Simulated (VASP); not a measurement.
# HgTe (I-4m2) in VASP: single point with PBE

Aim: the single point of HgTe with PBE.

All numbers are computed with VASP 6.6.1; they aren't measurements. Logs are shortened: lines on timing, memory, paths and dates and some standing lists are left out, and cuts for length are marked.

## (1) The cell of the first run

The structure is tetragonal, space group I-4m2 (No. 119). Conventional cell: a = 4.559 Å, b = 4.559 Å, c = 6.254 Å, α = 90.00°, β = 90.00°, γ = 90.00°. Hg (site symmetry -4m2) has 4 Te at 2.76 Å within 3.6 Å. Te (site symmetry -4m2) has 4 Hg at 2.76 Å within 3.6 Å.

## (2) Single point, PBE (zz strain of -3 %)

File INCAR:

```
PREC = Accurate ; ENCUT = 520
EDIFF = 1E-6 ; ISMEAR = -1
SIGMA = 0.03 ; LREAL = F
LASPH = T ; NELM = 60
ALGO = Normal ; ISIF = 2
LWAVE = F ; LCHARG = F
GGA = PE ; NBANDS = 16
```

File KPOINTS:

```
Automatic mesh
0
Gamma
  11 11 11
```

File POSCAR:

```
HgTe
1.0
    0.0000000000      3.2235000000      3.1267950000
    3.2235000000      0.0000000000      3.1267950000
    3.2235000000      3.2235000000      0.0000000000
Hg Te
1 1
Direct
    0.0000000000      0.0000000000      0.0000000000
    0.7500000000      0.7500000000      0.7500000000
```

Potentials or basis: VASP PAW PBE potentials, release 64 (Hg, Te).

The run is started by

```console
> cat potpaw_PBE.64/Hg/POTCAR potpaw_PBE.64/Te/POTCAR > POTCAR
> mpirun -np 1 vasp_std > vasp.out
```

OUTCAR:

```text
PREC = Accurate
   ENCUT = 520
   EDIFF = 1E-6
   ISMEAR = -1
   LREAL = F
   LASPH = T
   NELM = 60
   ISIF = 2
   GGA = PE

 ion  position               nearest neighbor table
   1  0.000  0.000  0.000-   2 2.76   2 2.76   2 2.76   2 2.76
   2  0.750  0.750  0.750-   1 2.76   1 2.76   1 2.76   1 2.76

  LATTYP: Found a body centered tetragonal cell.
 ALAT       =     4.5587174183
 C/A-ratio  =     1.3717871555

  Lattice vectors:

 A1 = (   0.0000000000,  -3.2235000000,  -3.1267950000)
 A2 = (   0.0000000000,   3.2235000000,  -3.1267950000)
 A3 = (   3.2235000000,   0.0000000000,   3.1267950000)

Analysis of symmetry for initial positions (statically):
=====================================================================
 Subroutine PRICEL returns:
 Original cell was already a primitive cell.

 Routine SETGRP: Setting up the symmetry group for a
 body centered tetragonal supercell.

 Subroutine GETGRP returns: Found  8 space group operations
 (whereof  8 operations were pure point group operations)
 out of a pool of 16 trial point group operations.

The static configuration has the point symmetry D_2d.

Analysis of symmetry for dynamics (positions and initial velocities):
=====================================================================
 Subroutine PRICEL returns:
 Original cell was already a primitive cell.

 Routine SETGRP: Setting up the symmetry group for a
 body centered tetragonal supercell.

 Subroutine GETGRP returns: Found  8 space group operations
 (whereof  8 operations were pure point group operations)
 out of a pool of 16 trial point group operations.

The dynamic configuration has the point symmetry D_2d.

 Subroutine INISYM returns: Found  8 space group operations
 (whereof  8 operations are pure point group operations),
 and found     1 'primitive' translations

----------------------------------------------------------------------------------------

                                     Primitive cell

  volume of cell :      64.9808

  direct lattice vectors                    reciprocal lattice vectors
     0.000000000  3.223500000  3.126795000    -0.155110904  0.155110904  0.159908149
     3.223500000  0.000000000  3.126795000     0.155110904 -0.155110904  0.159908149
     3.223500000  3.223500000  0.000000000     0.155110904  0.155110904 -0.159908149

  length of vectors
     4.490857293  4.490857293  4.558717418     0.271457918  0.271457918  0.271457918

  position of ions in fractional coordinates (direct lattice)
     0.000000000  0.000000000  0.000000000
     0.750000000  0.750000000  0.750000000

  ion indices of the primitive-cell ions
   primitive index   ion index
                 1           1
                 2           2

----------------------------------------------------------------------------------------

 KPOINTS: Automatic mesh

Automatic generation of k-mesh.
 Grid dimensions read from file:
 generate k-points for:   11   11   11

 Generating k-lattice:

  Cartesian coordinates                     Fractional coordinates (reciprocal lattice)
    -0.014100991  0.014100991  0.014537104     0.090909091 -0.000000000  0.000000000
     0.014100991 -0.014100991  0.014537104    -0.000000000  0.090909091  0.000000000
     0.014100991  0.014100991 -0.014537104     0.000000000  0.000000000  0.090909091

  Length of vectors
     0.024677993  0.024677993  0.024677993

  Shift w.r.t. Gamma in fractional coordinates (k-lattice)
     0.000000000  0.000000000  0.000000000

 Subroutine IBZKPT returns following result:
 ===========================================

 Found    126 irreducible k-points:

 Following reciprocal coordinates:
            Coordinates               Weight
  0.000000  0.000000  0.000000      1.000000
  0.090909 -0.000000  0.000000      8.000000
  0.181818 -0.000000  0.000000      8.000000
  0.272727 -0.000000  0.000000      8.000000
  0.363636 -0.000000  0.000000      8.000000
  0.454545 -0.000000  0.000000      8.000000
[... 16 lines left out ...]
 -0.272727  0.181818  0.000000      8.000000
 -0.181818  0.181818  0.000000      4.000000
 [... further k-points ...]
   k-points           NKPTS =    126   k-points in BZ     NKDIM =    126   number of bands    NBANDS=     16
   number of dos      NEDOS =    301   number of ions     NIONS =      2
   total plane-waves  NPLWV =  46656
   dimension x,y,z NGX =    36 NGY =   36 NGZ =   36
   dimension x,y,z NGXF=    72 NGYF=   72 NGZF=   72
   ions per type =               1   1
   NGX,Y,Z   is equivalent  to a cutoff of  13.33, 13.33, 13.13 a.u.
   NGXF,Y,Z  is equivalent  to a cutoff of  26.65, 26.65, 26.26 a.u.
 SYSTEM =  unknown system
   PREC   = accura    normal or accurate (medium, high low for compatibility)
   ISTART =      0    job   : 0-new  1-cont  2-samecut
   ICHARG =      2    charge: 1-file 2-atom 10-const
   ISPIN  =      1    spin polarized calculation?
   LNONCOLLINEAR =      F non collinear calculations
   LSORBIT =      F    spin-orbit coupling
   LASPH  =      T    aspherical Exc in radial PAW
   ENCUT  =  520.0 eV  38.22 Ry    6.18 a.u.   8.35  8.35  8.48*2*pi/ulx,y,z
   NELM   =     60;   NELMIN=  2; NELMDL= -5     # of ELM steps
   EDIFF  = 0.1E-05   stopping-criterion for ELM
   LREAL  =      F    real-space projection
   EDIFFG = 0.1E-04   stopping-criterion for IOM
   NSW    =      0    number of steps for IOM
   IBRION =     -1    ionic relax: 0-MD 1-quasi-New 2-CG
   NFREE  =      0    steps in history (QN), initial steepest desc. (CG)
   ISIF   =      2    stress and relaxation
   ISYM   =      2    0-nonsym 1-usesym 2-fastsym
   POTIM  = 0.5000    time-step for ionic-motion
   TEBEG  =    0.0;   TEEND  =   0.0 temperature during run
   PSTRESS=    0.0 pullay stress
   NELECT =      18.0000    total number of electrons
   NUPDOWN=      -1.0000    fix difference up-down
   EMIN   =  10.00;   EMAX   =-10.00  energy-range for DOS
   EFERMI =   0.00;   METHOD = LEGACY
   ISMEAR =    -1;   SIGMA  =   0.03  broadening in eV -4-tet -1-fermi 0-gaus
   EFERMI_NEDOS =   21; number of points for ismear=-14 and -15
   IALGO  =     38    algorithm
   IMIX   =      4    mixing-type and parameters
     AMIX     =   0.40;   BMIX     =  1.00
     AMIX_MAG =   1.60;   BMIX_MAG =  1.00
  volume/ion in A,a.u.               =      32.49       219.26
  Fermi-wavevector in a.u.,A,eV,Ry     =   1.067179  2.016677 15.495291  1.138872
  Thomas-Fermi vector in A             =   2.202787
   LORBIT       =      0    0 simple, 1 ext, 2 COOP (PROOUT), +10 PAW based schemes
   GGA     = PE    functional components
   LHFCALC =     F    Hartree Fock is set to
   AEXX    =    0.0000 exact exchange contribution
   IVDW    =     0    specifies the selected vdW correction
   LEPSILON=     F    determine dielectric tensor
   LRPA    =     F    only Hartree local field effects (RPA)
 non-spin polarized calculation
  energy-cutoff  :      520.00
  volume of cell :       64.98
 maximum number of plane-waves:      1775
 NGX is ok and might be reduce to    36
   NGX = 17   NGY = 17   NGZ = 17

 number of electron      17.9999998 magnetization

 Free energy of the ion-electron system (eV)
  ---------------------------------------------------
  ext. energy  EPLUGINS =         0.00000000
  ---------------------------------------------------
  free energy    TOTEN  =        -3.50781342 eV

  energy without entropy =       -3.50771315  energy(sigma->0) =       -3.50776329

 E-fermi :   3.5600     XC(G=0):  -8.9214

 val. band max:        3.4777413771   @ k =   0.0000   0.0000   0.0000
 cond. band min:       3.5809580450   @ k =   0.0000   0.0000   0.0000
 fundamental gap:      0.1032166679
 Fermi energy:         3.5600005893

 k-point     1 :       0.0000    0.0000    0.0000
  band No.  band energies     occupation
      1      -8.7572      2.00000
      2      -4.0734      2.00000
      3      -4.0734      2.00000
      4      -4.0662      2.00000
      5      -3.5063      2.00000
      6      -3.4826      2.00000
[... 8 lines left out ...]
     15      12.9219      0.00000
     16      13.2459      0.00000

 k-point     2 :       0.0909   -0.0000    0.0000
  band No.  band energies     occupation
      1      -8.7123      2.00000
      2      -4.0616      2.00000
      3      -4.0609      2.00000
      4      -4.0515      2.00000
      5      -3.5072      2.00000
      6      -3.4847      2.00000
[... 8 lines left out ...]
     15      12.3179      0.00000
     16      12.5454      0.00000

 k-point     3 :       0.1818   -0.0000    0.0000
  band No.  band energies     occupation
      1      -8.5884      2.00000
      2      -4.0290      2.00000
      3      -4.0252      2.00000
      4      -3.9996      2.00000
      5      -3.5071      2.00000
      6      -3.4885      2.00000
[... 8 lines left out ...]
     15      11.9403      0.00000
     16      12.1509      0.00000

 k-point     4 :       0.2727   -0.0000    0.0000
  band No.  band energies     occupation
      1      -8.4180      2.00000
      2      -3.9914      2.00000
      3      -3.9823      2.00000
      4      -3.8687      2.00000
      5      -3.5001      2.00000
      6      -3.4880      2.00000
[... 8 lines left out ...]
     15      12.0568      0.00000
     16      12.1437      0.00000

 k-point     5 :       0.3636   -0.0000    0.0000
  band No.  band energies     occupation
      1      -8.2527      2.00000
      2      -3.9626      2.00000
      3      -3.9486      2.00000
      4      -3.6160      2.00000
      5      -3.4853      2.00000
      6      -3.4789      2.00000
[... 8 lines left out ...]
     15      12.6238      0.00000
     16      12.6731      0.00000

 k-point     6 :       0.4545   -0.0000    0.0000
  band No.  band energies     occupation
      1      -8.1504      2.00000
      2      -3.9486      2.00000
      3      -3.9313      2.00000
      4      -3.4764      2.00000
      5      -3.4721      2.00000
      6      -3.2547      2.00000
[... 8 lines left out ...]
     15      13.3476      0.00000
     16      13.5064      0.00000

 k-point     7 :       0.0909    0.0909    0.0000
  band No.  band energies     occupation
      1      -8.6959      2.00000
      2      -4.0637      2.00000
      3      -4.0492      2.00000
      4      -4.0492      2.00000
      5      -3.5002      2.00000
      6      -3.4918      2.00000
[... 8 lines left out ...]
     15      12.0223      0.00000
     16      12.9663      0.00000

 k-point     8 :       0.1818    0.0909    0.0000
  band No.  band energies     occupation
      1      -8.5969      2.00000
      2      -4.0463      2.00000
      3      -4.0165      2.00000
      4      -4.0075      2.00000
      5      -3.4997      2.00000
      6      -3.4945      2.00000
[... 8 lines left out ...]
     15      11.8040      0.00000
     16      12.6336      0.00000

 k-point     9 :       0.2727    0.0909    0.0000
  band No.  band energies     occupation
      1      -8.4407      2.00000
      2      -4.0042      2.00000
      3      -3.9766      2.00000
      4      -3.9123      2.00000
      5      -3.5000      2.00000
      6      -3.4863      2.00000
[... 8 lines left out ...]
     15      12.0528      0.00000
     16      12.5985      0.00000
[... 172 lines left out ...]
 k-point    19 :       0.3636    0.1818    0.0000
  band No.  band energies     occupation
      1      -8.2401      2.00000
      2      -3.9596      2.00000
      3      -3.8968      2.00000
      4      -3.7933      2.00000
      5      -3.4648      2.00000
      6      -3.4639      2.00000
[... 8 lines left out ...]
     15      13.1831      0.00000
     16      13.4446      0.00000

 k-point    20 :       0.4545    0.1818    0.0000
  band No.  band energies     occupation
      1      -8.1118      2.00000
      2      -3.9230      2.00000
      3      -3.8773      2.00000
      4      -3.6398      2.00000
      5      -3.4610      2.00000
      6      -3.3119      2.00000
[... 8 lines left out ...]
     15      13.3739      0.00000
     16      13.9397      0.00000

 k-point    21 :      -0.4545    0.1818    0.0000
  band No.  band energies     occupation
      1      -8.0558      2.00000
      2      -3.9060      2.00000
      3      -3.8776      2.00000
      4      -3.5480      2.00000
      5      -3.4733      2.00000
      6      -3.1045      2.00000
[... 8 lines left out ...]
     15      13.3408      0.00000
     16      13.3424      0.00000

 k-point    22 :      -0.3636    0.1818    0.0000
  band No.  band energies     occupation
      1      -8.0931      2.00000
      2      -3.9030      2.00000
      3      -3.8961      2.00000
      4      -3.5160      2.00000
      5      -3.4976      2.00000
      6      -3.2943      2.00000
[... 8 lines left out ...]
     15      12.3091      0.00000
     16      13.5150      0.00000

 k-point    23 :      -0.2727    0.1818    0.0000
  band No.  band energies     occupation
      1      -8.2096      2.00000
      2      -3.9314      2.00000
      3      -3.9134      2.00000
      4      -3.6594      2.00000
      5      -3.5191      2.00000
      6      -3.4544      2.00000
[... 8 lines left out ...]
     15      12.8442      0.00000
     16      14.0333      0.00000

 k-point    24 :      -0.1818    0.1818    0.0000
  band No.  band energies     occupation
      1      -8.3631      2.00000
      2      -3.9758      2.00000
      3      -3.9409      2.00000
      4      -3.8561      2.00000
      5      -3.5261      2.00000
      6      -3.4692      2.00000
[... 8 lines left out ...]
     15      12.6784      0.00000
     16      13.1214      0.00000

 [... further k-points ...]

------------------------ aborting loop because EDIFF is reached ----------------------------------------

  FORCE on cell =-STRESS in cart. coord.  units (eV):
  Direction    XX          YY          ZZ          XY          YZ          ZX
  --------------------------------------------------------------------------------------
  -------------------------------------------------------------------------------------
  Total        2.3533557      2.3533557      2.4698038      0.0000000     -0.0000000      0.0000000
  in kB       58.0247674     58.0247674     60.8959328      0.0000000     -0.0000000      0.0000000
  external PRESSURE =      58.9818225 kB  Pullay stress =       0.0000000 kB

 VOLUME and BASIS-vectors are now :
 -----------------------------------------------------------------------------
  energy-cutoff  :      520.00
  volume of cell :       64.98
      direct lattice vectors                 reciprocal lattice vectors
     0.000000000  3.223500000  3.126795000    -0.155110904  0.155110904  0.159908149
     3.223500000  0.000000000  3.126795000     0.155110904 -0.155110904  0.159908149
     3.223500000  3.223500000  0.000000000     0.155110904  0.155110904 -0.159908149

 POSITION                                       TOTAL-FORCE (eV/Angst)
 -----------------------------------------------------------------------------------
      0.00000      0.00000      0.00000         0.000000      0.000000      0.000000
      4.83525      4.83525      4.69019        -0.000000     -0.000000      0.000000
 -----------------------------------------------------------------------------------
    total drift:                                0.000000      0.000000     -0.000000

  FREE ENERGIE OF THE ION-ELECTRON SYSTEM (eV)
  ---------------------------------------------------
  free  energy   TOTEN  =        -3.5078134214 eV

  energy  without entropy=       -3.5077131512  energy(sigma->0) =       -3.50776329
```

It took 3.6 min on 1 thread of Intel Xeon 8259CL, shared host; peak memory 0.3 GiB.

Results:

| Property | Result |
| --- | --- |
| Free energy | -3.5078 eV |
| Pressure | 5.9 GPa |
| Band gap on the k mesh | 0.10 eV |

Caveat: the cell differs from its parent crystal (zz strain of -3 %); the cell stands under pressure; spin-orbit coupling is left out, which moves the levels of the heavy elements. A k mesh can miss the band edges.
